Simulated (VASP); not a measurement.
The system is NaF.

```
Na F
1.0
     0.00000    2.26018    2.26018
     2.26018    0.00000    2.26018
     2.26018    2.26018    0.00000
Na F
1 1
Direct
  0.00000 0.00000 0.00000
  0.50000 0.50000 0.50000
```

This cell differs from its parent crystal: strain -1.6%.

Program: VASP 6.6.1. Alike in all runs: task single point; potentials or basis VASP PAW PBE potentials, release 64 (Na_pv, F); no spin polarisation; cell as given; cutoff (eV) 520.

Task: Order these runs on this cell by their pressure, lowest first.
A. level HSE06; k mesh 6 × 6 × 6; smearing gaussian 0.01 eV; grid for exact exchange (PRECFOCK) Normal; share of exact exchange 0.25; screening parameter 0.2079 1/Å
B. level r2SCAN; k mesh 10 × 10 × 10; smearing gaussian 0.01 eV
C. level PBE; k mesh 10 × 10 × 10; smearing fermi-dirac 0.02 eV

Result: B (2.3 GPa), A (4.8 GPa), C (6.9 GPa).

Caveats: the cell stands under pressure (at least some runs); the PAW data sets were made with another functional, which shifts forces and pressure a little (at least some runs).
